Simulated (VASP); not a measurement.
Input of a VASP 6.6.1 run:

INCAR

```
ALGO = Normal ; EDIFF = 1E-6
ENCUT = 520 ; GGA = PS
ISIF = 2 ; ISMEAR = 0
ISPIN = 2 ; LASPH = True
LCHARG = True ; LELF = True
LMAXMIX = 4 ; LORBIT = 11
LREAL = False ; LVHAR = True
LWAVE = False ; MAGMOM = 0.05 0.05 0 0
NBANDS = 25 ; NELM = 150
PREC = Accurate ; SIGMA = 0.05
```

Contents of KPOINTS:

```
k-points
0
Gamma
  10 10 6
```

The input POSCAR:

```
ReSe
1.0
    4.0192966762      0.0000000000      0.0000000000
   -2.0096483381      3.4808130269      0.0000000000
    0.0000000000      0.0000000000      5.0893370940
Re Se
2 2
Direct
    0.0000000000      0.0000000000      0.0000000000
    0.0000000000      0.0000000000      0.5000000000
    0.3333333333      0.6666666667      0.2500000000
    0.6666666667      0.3333333333      0.7500000000
```

Potentials or basis: VASP PAW PBE potentials, release 64 (Re, Se).

Launch:

```sh
$ cat potpaw_PBE.64/Re/POTCAR potpaw_PBE.64/Se/POTCAR > POTCAR
$ mpirun -np 1 vasp_std > vasp.out
```

(1) Predict the net moment.

(2) Predict the pressure.

(3) Predict the band gap on the k mesh.

Answers

(1) 0.00 μB per cell.

(2) -6.0 GPa.

(3) zero (filled and empty bands overlap).

Caveat: the cell stands under tension; the PAW data sets were made with another functional, which shifts forces and pressure a little; spin-orbit coupling is left out, which moves the levels of the heavy elements.
